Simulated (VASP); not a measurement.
# Mg5CdS6 (P-3m1) in VASP: a series of runs

Aim: see how the results for Mg5CdS6 move with the level of theory and the settings. Levels: r2SCAN, PBE. Tasks: single point.

Program: VASP 6.6.1. These are calculated values, not measurements. Logs are shortened: lines on timing, memory, paths and dates and some standing lists are left out, and cuts for length are marked.

**1. The cell of the first run**

The structure is trigonal, space group P-3m1 (No. 164). Conventional cell: a = 3.730 Å, b = 3.730 Å, c = 18.310 Å, α = 90.00°, β = 90.00°, γ = 120.00°. Mg (site symmetry 3m) has 6 S at 2.63 Å within 3.5 Å. Within 3.5 Å of Mg (site symmetry -3m) lie 6 S at 2.63 Å. Mg (site symmetry 3m) has 6 S at 2.62 to 2.63 Å within 3.5 Å. Within 3.9 Å of Cd (site symmetry -3m) lie 6 S at 2.72 Å and 6 Cd at 3.73 Å and 6 Mg at 3.81 Å. S (site symmetry 3m) has 6 Mg at 2.63 Å within 3.5 Å. Within 3.5 Å of S (site symmetry 3m) lie 6 Mg at 2.63 Å. S (site symmetry 3m) has 3 Mg at 2.62 Å and 3 Cd at 2.72 Å within 3.5 Å.

**2. Single point, r2SCAN**

POSCAR

```
Mg5CdS6
1.0
    3.7300173111      0.0000000000      0.0000000000
   -1.8650086556      3.2302897480      0.0000000000
    0.0000000000      0.0000000000     18.3097259669
Mg Cd S
5 1 6
Direct
    0.3333333333      0.6666666667      0.8358856302
    0.0000000000      0.0000000000      0.0000000000
    0.6666666667      0.3333333333      0.1641143698
    0.3333333333      0.6666666667      0.3283509849
    0.6666666667      0.3333333333      0.6716490151
    0.0000000000      0.0000000000      0.5000000000
    0.6666666667      0.3333333333      0.9179582007
    0.3333333333      0.6666666667      0.0820417993
    0.0000000000      0.0000000000      0.2461612002
    0.6666666667      0.3333333333      0.4095364321
    0.3333333333      0.6666666667      0.5904635679
    0.0000000000      0.0000000000      0.7538387998
```

INCAR.step1

```
PREC = Accurate ; ENCUT = 520
ISMEAR = 0 ; SIGMA = 0.02
LREAL = F ; LASPH = T
NELM = 60 ; NBANDS = 41
GGA = PE ; ALGO = Normal
EDIFF = 1E-4 ; LWAVE = T
LCHARG = F
```

INCAR.step2

```
PREC = Accurate ; ENCUT = 520
EDIFF = 1E-6 ; ISMEAR = 0
SIGMA = 0.02 ; LREAL = F
LASPH = T ; NELM = 60
ALGO = Normal ; ISIF = 2
LWAVE = F ; LCHARG = T
METAGGA = R2SCAN ; LMIXTAU = T
LELF = T ; LVHAR = T
NBANDS = 41 ; ISTART = 1
```

KPOINTS

```
regular mesh
0
Gamma
  12 12 2
```

Potentials or basis: VASP PAW PBE potentials, release 64 (Mg, Cd, S).

Started as:

```bash
> cat potpaw_PBE.64/Mg/POTCAR potpaw_PBE.64/Cd/POTCAR potpaw_PBE.64/S/POTCAR > POTCAR
> cp INCAR.step1 INCAR
> mpirun -np 1 vasp_std > vasp.out
> cp INCAR.step2 INCAR
> mpirun -np 1 vasp_std > vasp.out
```

OUTCAR:

```text
PREC = Accurate
   ENCUT = 520
   EDIFF = 1E-6
   ISMEAR = 0
   LREAL = F
   LASPH = T
   NELM = 60
   ISIF = 2
   METAGGA = R2SCAN
   ISTART = 1

 ion  position               nearest neighbor table
   1  0.333  0.667  0.836-  12 2.63  12 2.63  12 2.63   7 2.63   7 2.63   7 2.63
   2  0.000  0.000  0.000-   7 2.63   8 2.63   7 2.63   8 2.63   7 2.63   8 2.63
   3  0.667  0.333  0.164-   9 2.63   9 2.63   9 2.63   8 2.63   8 2.63   8 2.63
   4  0.333  0.667  0.328-  10 2.62  10 2.62  10 2.62   9 2.63   9 2.63   9 2.63
   5  0.667  0.333  0.672-  11 2.62  11 2.62  11 2.62  12 2.63  12 2.63  12 2.63
   6  0.000  0.000  0.500-  10 2.72  11 2.72  10 2.72  11 2.72  10 2.72  11 2.72
   7  0.667  0.333  0.918-   2 2.63   2 2.63   2 2.63   1 2.63   1 2.63   1 2.63
   8  0.333  0.667  0.082-   2 2.63   2 2.63   2 2.63   3 2.63   3 2.63   3 2.63
   9  0.000  0.000  0.246-   3 2.63   3 2.63   3 2.63   4 2.63   4 2.63   4 2.63
  10  0.667  0.333  0.410-   4 2.62   4 2.62   4 2.62   6 2.72   6 2.72   6 2.72
  11  0.333  0.667  0.590-   5 2.62   5 2.62   5 2.62   6 2.72   6 2.72   6 2.72
  12  0.000  0.000  0.754-   1 2.63   1 2.63   1 2.63   5 2.63   5 2.63   5 2.63

  LATTYP: Found a hexagonal cell.
 ALAT       =     3.7300173111
 C/A-ratio  =     4.9087509359

  Lattice vectors:

 A1 = (   3.7300173111,   0.0000000000,   0.0000000000)
 A2 = (  -1.8650086556,   3.2302897480,   0.0000000000)
 A3 = (   0.0000000000,   0.0000000000,  18.3097259669)

Analysis of symmetry for initial positions (statically):
=====================================================================
 Subroutine PRICEL returns:
 Original cell was already a primitive cell.

 Routine SETGRP: Setting up the symmetry group for a
 hexagonal supercell.

 Subroutine GETGRP returns: Found 12 space group operations
 (whereof 12 operations were pure point group operations)
 out of a pool of 24 trial point group operations.

The static configuration has the point symmetry D_3d.

Analysis of symmetry for dynamics (positions and initial velocities):
=====================================================================
 Subroutine PRICEL returns:
 Original cell was already a primitive cell.

 Routine SETGRP: Setting up the symmetry group for a
 hexagonal supercell.

 Subroutine GETGRP returns: Found 12 space group operations
 (whereof 12 operations were pure point group operations)
 out of a pool of 24 trial point group operations.

The dynamic configuration has the point symmetry D_3d.

[... 130 lines left out ...]
   NUPDOWN=      -1.0000    fix difference up-down
   EMIN   =  10.00;   EMAX   =-10.00  energy-range for DOS
   EFERMI =   0.00;   METHOD = LEGACY
   ISMEAR =     0;   SIGMA  =   0.02  broadening in eV -4-tet -1-fermi 0-gaus
   EFERMI_NEDOS =   21; number of points for ismear=-14 and -15
   IALGO  =     38    algorithm
   IMIX   =      4    mixing-type and parameters
     AMIX     =   0.40;   BMIX     =  1.00
     AMIX_MAG =   1.60;   BMIX_MAG =  1.00
  volume/ion in A,a.u.               =      18.38       124.07
  Fermi-wavevector in a.u.,A,eV,Ry     =   1.048752  1.981854 14.964784  1.099881
  Thomas-Fermi vector in A             =   2.183686
   LORBIT       =      0    0 simple, 1 ext, 2 COOP (PROOUT), +10 PAW based schemes
   METAGGA = R2SCAN    functional components
   LHFCALC =     F    Hartree Fock is set to
   AEXX    =    0.0000 exact exchange contribution
   IVDW    =     0    specifies the selected vdW correction
   LEPSILON=     F    determine dielectric tensor
   LRPA    =     F    only Hartree local field effects (RPA)
 non-spin polarized calculation
 Gauss-broadening in eV      SIGMA  =   0.02
  energy-cutoff  :      520.00
  volume of cell :      220.61
 maximum number of plane-waves:      5970
 NGX is ok and might be reduce to    28
   NGX = 13   NGY = 13   NGZ = 69

 number of electron      58.0000000 magnetization

 Free energy of the ion-electron system (eV)
  ---------------------------------------------------
  ext. energy  EPLUGINS =         0.00000000
  ---------------------------------------------------
  free energy    TOTEN  =      -106.93974190 eV

  energy without entropy =     -106.93974190  energy(sigma->0) =     -106.93974190

 E-fermi :   3.3770     XC(G=0): -10.1773

 val. band max:        3.2846288334   @ k =   0.0000   0.0000   0.5000
 cond. band min:       5.7434778429   @ k =   0.5000   0.0000   0.0000
 fundamental gap:      2.4588490095
 Fermi energy:         3.3769977813

 k-point     1 :       0.0000    0.0000    0.0000
  band No.  band energies     occupation
      1      -9.9045      2.00000
      2      -9.6525      2.00000
      3      -9.6420      2.00000
      4      -9.0636      2.00000
      5      -8.9987      2.00000
      6      -8.6359      2.00000
[... 1045 lines left out ...]
     40      10.9406      0.00000
     41      11.0034      0.00000

 [... further k-points ...]

------------------------ aborting loop because EDIFF is reached ----------------------------------------

  FORCE on cell =-STRESS in cart. coord.  units (eV):
  Direction    XX          YY          ZZ          XY          YZ          ZX
  --------------------------------------------------------------------------------------
  -------------------------------------------------------------------------------------
  Total       -2.1593146     -2.1593146     -2.1681139      0.0000000      0.0000000     -0.0000000
  in kB      -15.6816708    -15.6816708    -15.7455742      0.0000000      0.0000000     -0.0000000
  external PRESSURE =     -15.7029719 kB  Pullay stress =       0.0000000 kB

 VOLUME and BASIS-vectors are now :
 -----------------------------------------------------------------------------
  energy-cutoff  :      520.00
  volume of cell :      220.61
      direct lattice vectors                 reciprocal lattice vectors
     3.730017311  0.000000000  0.000000000     0.268095271  0.154784877  0.000000000
    -1.865008656  3.230289748  0.000000000     0.000000000  0.309569753  0.000000000
     0.000000000  0.000000000 18.309725967     0.000000000  0.000000000  0.054615782

 POSITION                                       TOTAL-FORCE (eV/Angst)
 -----------------------------------------------------------------------------------
     -0.00000      2.15353     15.30484         0.000000     -0.000000     -0.002426
      0.00000      0.00000      0.00000        -0.000000     -0.000000      0.000000
      1.86501      1.07676      3.00489        -0.000000      0.000000      0.002426
     -0.00000      2.15353      6.01202         0.000000      0.000000      0.007635
      1.86501      1.07676     12.29771         0.000000     -0.000000     -0.007635
      0.00000      0.00000      9.15486        -0.000000     -0.000000      0.000000
      1.86501      1.07676     16.80756        -0.000000     -0.000000     -0.002141
     -0.00000      2.15353      1.50216        -0.000000      0.000000      0.002141
      0.00000      0.00000      4.50714        -0.000000     -0.000000      0.004908
      1.86501      1.07676      7.49850        -0.000000      0.000000     -0.011258
     -0.00000      2.15353     10.81123        -0.000000      0.000000      0.011258
      0.00000      0.00000     13.80258        -0.000000     -0.000000     -0.004908
 -----------------------------------------------------------------------------------
    total drift:                               -0.000000      0.000000     -0.000000

  FREE ENERGIE OF THE ION-ELECTRON SYSTEM (eV)
  ---------------------------------------------------
  free  energy   TOTEN  =      -106.9397418980 eV

  energy  without entropy=     -106.9397418980  energy(sigma->0) =     -106.93974190
```

OUTCAR.step1:

```text
PREC = Accurate
   ENCUT = 520
   ISMEAR = 0
   LREAL = F
[... 1318 lines left out ...]
      0.00000      0.00000      4.50714         0.000000      0.000000      0.001598
      1.86501      1.07676      7.49850         0.000000      0.000000     -0.051987
     -0.00000      2.15353     10.81123         0.000000     -0.000000      0.051987
      0.00000      0.00000     13.80258        -0.000000      0.000000     -0.001598
 -----------------------------------------------------------------------------------
    total drift:                               -0.000000      0.000000     -0.000000

  FREE ENERGIE OF THE ION-ELECTRON SYSTEM (eV)
  ---------------------------------------------------
  free  energy   TOTEN  =       -48.2750433421 eV

  energy  without entropy=      -48.2750433421  energy(sigma->0) =      -48.27504334
```

Run time: 15 min. Hardware: 1 thread of Intel Xeon 6975P-C (Granite Rapids), shared host; peak memory 0.55 GiB.

What came out:

```
Free energy            : -106.9397 eV
Pressure               : -1.6 GPa
Largest force          : 0.011 eV/Å
Band gap on the k mesh : 2.46 eV (least direct gap 2.91 eV)
```

Forces in eV/Å, atoms in the order of the input:
```
Mg   0.000  0.000 -0.002
Mg   0.000  0.000  0.000
Mg   0.000  0.000  0.002
Mg   0.000  0.000  0.008
Mg   0.000  0.000 -0.008
Cd   0.000  0.000  0.000
S    0.000  0.000 -0.002
S    0.000  0.000  0.002
S    0.000  0.000  0.005
S    0.000  0.000 -0.011
S    0.000  0.000  0.011
S    0.000  0.000 -0.005
```

Caveat: the PAW data sets were made with another functional, which shifts forces and pressure a little.

**3. Single point, PBE**

INCAR

```
  PREC = Accurate
  ENCUT = 520
  EDIFF = 1E-6
  ISMEAR = 0
  SIGMA = 0.1
  LREAL = F
  LASPH = T
  NELM = 100
  ALGO = Normal
  ISIF = 2
  LWAVE = F
  LCHARG = F
  GGA = PE
  NBANDS = 41
```

KPOINTS

```
regular mesh
0
Gamma
  6 6 1
```

POSCAR

```
Mg5CdS6
1.0
    3.7327202640      0.0000000000      0.0000000000
   -1.8663601320      3.2326305739      0.0000000000
    0.0000000000      0.0000000000     18.3039926978
Mg Cd S
5 1 6
Direct
    0.3333333333      0.6666666667      0.8356075823
    0.0000000000      0.0000000000      0.0000000000
    0.6666666667      0.3333333333      0.1643924177
    0.3333333333      0.6666666667      0.3286664741
    0.6666666667      0.3333333333      0.6713335259
    0.0000000000      0.0000000000      0.5000000000
    0.6666666667      0.3333333333      0.9177948837
    0.3333333333      0.6666666667      0.0822051163
    0.0000000000      0.0000000000      0.2464681304
    0.6666666667      0.3333333333      0.4097571611
    0.3333333333      0.6666666667      0.5902428389
    0.0000000000      0.0000000000      0.7535318696
```

Potentials or basis: VASP PAW PBE potentials, release 64 (Mg, Cd, S).

Started as:

```bash
> cat potpaw_PBE.64/Mg/POTCAR potpaw_PBE.64/Cd/POTCAR potpaw_PBE.64/S/POTCAR > POTCAR
> mpirun -np 1 vasp_std > vasp.out
```

Run time: 37 s. Hardware: 1 thread of Intel Xeon 6975P-C (Granite Rapids), shared host; peak memory 0.34 GiB.

It converged, with:

* Free energy: -48.2635 eV
* Pressure: -0.2 GPa
* Largest force: 0.061 eV/Å
* Band gap on the k mesh: 1.92 eV (least direct gap 2.35 eV)

Forces on the atoms (eV/Å):
```
Mg   0.000  0.000  0.007
Mg   0.000  0.000  0.000
Mg   0.000  0.000 -0.007
Mg   0.000  0.000 -0.010
Mg   0.000  0.000  0.010
Cd   0.000  0.000  0.000
S    0.000  0.000  0.004
S    0.000  0.000 -0.004
S    0.000  0.000 -0.002
S    0.000  0.000 -0.061
S    0.000  0.000  0.061
S    0.000  0.000  0.002
```

Levels at points of the mesh, in eV from the valence-band top:
| k point | band 26 | band 27 | band 28 | band 29 | band 30 | band 31 | band 32 | band 33 |
| --- | --- | --- | --- | --- | --- | --- | --- | --- |
| (0.00, 0.00, 0.00) | -0.20 | -0.19 | 0.00 | 0.00 | 2.79 | 4.14 | 4.25 | 4.36 |
| (0.50, 0.00, 0.00) | -1.03 | -0.91 | -0.47 | -0.42 | 1.92 | 3.14 | 3.42 | 4.20 |
